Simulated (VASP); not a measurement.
Runs of VASP 6.6.1 on Os. The structure is that of space group Fm-3m (No. 225), or close to it. The cells are those of the table. 

| task | level | spin | cell | k mesh | cutoff (eV) | smearing | gap on the mesh (eV) | pressure (GPa) | relaxed volume (Å³/atom) |
| --- | --- | --- | --- | --- | --- | --- | --- | --- | --- |
| relaxation of cell and atoms | PBE+D3(BJ) | off | relaxed from a = 2.751 Å, angles 60.0°, 1 atom | 12 × 12 × 12 | 600 | fermi-dirac 0.05 eV | none | 0.0 | (a) |
| single point | PBEsol | off | a = 2.751 Å, angles 60.0°, 1 atom | 12 × 12 × 12 | 520 | gaussian 0.02 eV | none | -20.5 | - |
| single point | r2SCAN+rVV10 | non-collinear, zero start, SOC | a = 2.751 Å, angles 60.0°, 1 atom | 12 × 12 × 12 | 520 | methfessel-paxton 0.05 eV | - | -17.7 | - |
| single point | BLYP+D3(BJ) | off | a = 2.751 Å, angles 60.0°, 1 atom | 12 × 12 × 12 | 520 | gaussian 0.1 eV | none | -8.5 | - |
| single point | PBE | off | a = 2.694 Å, angles 60.0°, 1 atom | 12 × 12 × 12 | 520 | fermi-dirac 0.05 eV | none | (b) | - |
| single point | PBEsol | off | a = 2.751 Å, angles 60.0°, 1 atom | 7 × 7 × 7 | 520 | gaussian 0.15 eV | none | -19.0 | - |
| relaxation of cell and atoms | PBE | off | relaxed from a = 2.751 Å, angles 60.0°, 1 atom | 12 × 12 × 12 | 600 | fermi-dirac 0.05 eV | none | -0.1 | 14.32 |

Alike in all rows: potentials or basis VASP PAW PBE potentials, release 64 (Os).

**Question.** Fill in the values left out.

**Answer.** (a) 14.06; (b) 14.9.

Caveats: some runs use coarse meshes; spin-orbit coupling is left out, which moves the levels of the heavy elements (some runs); the PAW data sets were made with another functional, which shifts forces and pressure a little (some runs); pairwise dispersion overbinds metals, which lowers pressure and volume (some runs).

A k mesh can miss the band edges, and rows without SOC leave out spin-orbit coupling on Os.

A gap of «none» marks levels without a gap at the run's occupations.
